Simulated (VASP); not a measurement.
Crystal: ZnPtC6N6.

```xyz
14
Lattice="0.0000 5.0945 5.0945 5.0945 0.0000 5.0945 5.0945 5.0945 0.0000" Properties=species:S:1:pos:R:3 pbc="T T T"
Zn    0.0000    0.0000    0.0000
Pt    5.0945    5.0945    5.0945
C     1.9170    5.0945    5.0945
C     5.0945    1.9170    5.0945
C     5.0945    5.0945    1.9170
C     8.2720    5.0945    5.0945
C     5.0945    8.2720    5.0945
C     5.0945    5.0945    8.2720
N     3.0870    5.0945    5.0945
N     5.0945    3.0870    5.0945
N     5.0945    5.0945    3.0870
N     7.1020    5.0945    5.0945
N     5.0945    7.1020    5.0945
N     5.0945    5.0945    7.1020
```

```yaml
Program: VASP 6.6.1
Task: relaxation of cell and atoms
Functional: PBE
Potentials_or_basis: VASP PAW PBE potentials, release 64 (Zn, Pt, C, N)
Cutoff: 600 eV
k_mesh: 4 × 4 × 4
Occupations: gaussian, width 0.1 eV
Spin: no spin polarisation
```

At the start: pressure 8.7 GPa; volume 18.89 Å³/atom.

**Question.** How do energy, volume and symmetry change on relaxing?

**Answer.** Over 26 steps the energy falls by 190.7 meV/atom and the volume is 22.15 Å³/atom (+17.2 %); space group Fm-3m (No. 225, to 0.1 Å) before and after.

The path:
```
step  energy change (eV)  largest force (eV/Å)  pressure (GPa)  volume (Å³)
   1              0.0000                3.2911            8.68       264.44
   2              1.0628               14.8333           12.46       305.59
   3             -1.0602                5.8047            8.92       280.81
   4             -1.9548                3.1737            3.42       294.03
   5             -2.3590                1.3117           -2.40       312.59
   6             -2.3588                1.2309           -2.22       311.93
   7             -2.4171                0.8343           -1.98       313.13
   8             -2.5153                1.3303           -1.17       316.75
   9             -2.5228                1.6475           -0.85       318.05
  10             -2.5663                1.1883           -1.15       318.85
  11             -2.6157                0.2828           -1.85       321.03
  12             -2.6267                0.1149           -1.53       320.33
  13             -2.6405                0.3954           -0.56       318.25
  14             -2.6467                0.1057           -0.62       317.25
  15             -2.6469                0.1721           -0.64       317.02
  16             -2.6497                0.1172           -0.43       316.23
  17             -2.6526                0.2943            0.02       314.47
  18             -2.6550                0.1579           -0.02       313.84
  19             -2.6561                0.3237           -0.06       313.03
  20             -2.6579                0.2917            0.01       312.54
  21             -2.6618                0.1949            0.25       311.08
  22             -2.6619                0.1827            0.74       308.18
  23             -2.6631                0.1259            0.51       309.57
  24             -2.6652                0.1239            0.39       309.67
  25             -2.6680                0.2140            0.03       309.95
  26             -2.6692                0.0045            0.12       310.06
```

Final structure:
```xyz
14
Lattice="0.0000 5.3720 5.3720 5.3720 0.0000 5.3720 5.3720 5.3720 0.0000" Properties=species:S:1:pos:R:3 pbc="T T T"
Zn    0.0000    0.0000    0.0000
Pt    5.3720    5.3720    5.3720
C     2.2179    5.3720    5.3720
C     5.3720    2.2179    5.3720
C     5.3720    5.3720    2.2179
C     8.5261    5.3720    5.3720
C     5.3720    8.5261    5.3720
C     5.3720    5.3720    8.5261
N     3.3881    5.3720    5.3720
N     5.3720    3.3881    5.3720
N     5.3720    5.3720    3.3881
N     7.3559    5.3720    5.3720
N     5.3720    7.3559    5.3720
N     5.3720    5.3720    7.3559
```

Caveat: the volume moved by over 15 % at a fixed basis, so the end points are rough.
